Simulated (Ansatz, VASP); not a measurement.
**One calculation of Ru, two programs**

```
Ru
1.0
     2.68850    0.00000    0.00000
    -1.34425    2.32831    0.00000
     0.00000    0.00000    8.65172
Ru
4
Direct
  0.00000 0.00000 0.00000
  0.00000 0.00000 0.50000
  0.33333 0.66667 0.75000
  0.66667 0.33333 0.25000
```

Alike in both runs: functional r2SCAN; k mesh 21 × 21 × 6; occupations gaussian, width 0.1 eV; no spin polarisation.

Ansatz relaxed the structure, and its values are those at the end. VASP's run is a single point on that final structure, the one shown.

|  | VASP | Ansatz |
| --- | --- | --- |
| version | VASP 6.6.1 | Ansatz 0.2.0 |
| potentials or method | VASP PAW PBE potentials, release 64 (Ru_pv), cutoff 520 eV | scalar-relativistic, plane waves, PAW |
| valence electrons in the cell | 56 | 64 |

|  | VASP | Ansatz | Ansatz less VASP |
| --- | --- | --- | --- |
| gap on the k mesh at the Fermi level (eV) | none | none | - |
| pressure (GPa) | 1.5 | 0.0 | -1.50 |

VASP's potentials were made for PBE, not for r2SCAN. A gap of «none» marks a metal or a gap that the smearing closes. VASP's potentials hold 56 valence electrons a cell and Ansatz's 64, so a difference there can come from the potentials and not from the codes.
